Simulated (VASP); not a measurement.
Here is a VASP 6.6.1 calculation.

File INCAR:

```
ALGO = Normal
EDIFF = 1E-7
ENCUT = 520
GGA = PS
ISIF = 2
ISMEAR = 0
LASPH = T
LCHARG = F
LREAL = F
LWAVE = F
NBANDS = 26
NELM = 60
PREC = Accurate
SIGMA = 0.02
```

KPOINTS

```
k-points
0
Gamma
  12 12 6
```

The input POSCAR:

```
SiGe
1.0
    3.7835789998      0.0000000000      0.0000000000
   -1.8917894999      3.2766755311      0.0000000000
    0.0000000000      0.0000000000      6.2500909918
Si Ge
2 2
Direct
    0.6666666667      0.3333333333      0.8743341592
    0.3333333333      0.6666666667      0.3743341592
    0.6666666667      0.3333333333      0.5006648408
    0.3333333333      0.6666666667      0.0006648408
```

Potentials or basis: VASP PAW PBE potentials, release 64 (Si, Ge_d).

Launch:

```console
$ cat potpaw_PBE.64/Si/POTCAR potpaw_PBE.64/Ge_d/POTCAR > POTCAR
$ mpirun -np 1 vasp_std > vasp.out
```

Problem. Predict the band gap on the k mesh.

Solution. 0.18 eV, indirect (least direct gap 0.66 eV).

Problem. Estimate the largest force.

Solution. 0.003 eV/Å.

Problem. Predict the pressure.

Solution. 9.1 GPa.

Forces on the atoms (eV/Å):
```
Si   0.000  0.000 -0.003
Si   0.000  0.000 -0.003
Ge   0.000  0.000  0.003
Ge   0.000  0.000  0.003
```

Caveat: the PAW data sets were made with another functional, which shifts forces and pressure a little. A k mesh can miss the band edges.
